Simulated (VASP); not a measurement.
Mo4C3, 7 atoms in the cell. It takes space group R-3m (No. 166, trigonal). Conventional cell: a = 3.077 Å, b = 3.077 Å, c = 29.248 Å, α = 90.00°, β = 90.00°, γ = 120.00°. Mo (site symmetry 3m) has 6 C at 2.20 Å and 12 Mo at 2.95 to 3.16 Å within 3.2 Å. Within 2.7 Å of Mo (site symmetry 3m) lie 3 C at 2.07 Å. Within 2.7 Å of C (site symmetry 3m) lie 6 Mo at 2.07 to 2.20 Å. Within 2.9 Å of C (site symmetry -3m) lie 6 Mo at 2.20 Å. 

```yaml
Program: VASP 6.6.1
Task: single point
Functional: PBE
Potentials_or_basis: VASP PAW PBE potentials, release 64 (Mo_sv, C)
Cutoff: 520 eV
k_mesh: 12 × 12 × 12
Occupations: gaussian, width 0.1 eV
Spin: no spin polarisation
Dipole_correction: no
Further_INCAR_settings: ALGO = Normal; EDIFF = 1e-06; NBANDS = 43
```

Potentials or basis: VASP PAW PBE potentials, release 64 (Mo_sv, C).

The run is started by

```bash
$ cat potpaw_PBE.64/Mo_sv/POTCAR potpaw_PBE.64/C/POTCAR > POTCAR
$ mpirun -np 1 vasp_std > vasp.out
```

Hardware: 1 thread of Intel(R) Xeon(R) 6975P-C (Granite Rapids), with other jobs on the host.

**Question.** How long does it take, and how much memory?

**Answer.** Run time: 68 min on 1 thread of Intel(R) Xeon(R) 6975P-C (Granite Rapids), on a shared host, peak memory 1.2 GiB. Counts: scf iterations 15, k points 189.
